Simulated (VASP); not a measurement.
A run of VASP 6.6.1:

Contents of INCAR:

```
SYSTEM = Na3HSe
PREC = Accurate
ENCUT = 520
EDIFF = 1E-8
ISMEAR = 0
SIGMA = 0.05
LREAL = .False.
LASPH = .True.
NELM = 80
ALGO = Normal
ISIF = 2
LWAVE = .False.
LCHARG = .False.
GGA = PE
LEFG = .True.
NBANDS = 22
```

Contents of KPOINTS:

```
regular mesh
0
Gamma
  6 6 6
  0 0 0
```

The input POSCAR:

```
Na3HSe
1.0
    4.5479618309      0.0000000000      0.0000000000
    0.0000000000      4.5479618309      0.0000000000
    0.0000000000      0.0000000000      4.5479618309
Na H Se
3 1 1
Direct
    0.0000000000      0.5000000000      0.5000000000
    0.5000000000      0.0000000000      0.5000000000
    0.5000000000      0.5000000000      0.0000000000
    0.5000000000      0.5000000000      0.5000000000
    0.0000000000      0.0000000000      0.0000000000
```

Potentials or basis: VASP PAW PBE potentials, release 64 (Na_pv, H, Se).

Run with:

```bash
$ cat potpaw_PBE.64/Na_pv/POTCAR potpaw_PBE.64/H/POTCAR potpaw_PBE.64/Se/POTCAR > POTCAR
$ mpirun -np 1 vasp_std > vasp.out
```

Hardware: 1 thread of Intel Xeon 8259CL, on a shared host.

Q: Estimate the wall time of this run.

A: Wall time 70 s on 1 thread of Intel Xeon 8259CL, with other jobs on the host, peak memory 0.22 GiB. Counts: scf iterations 17, k points 20.
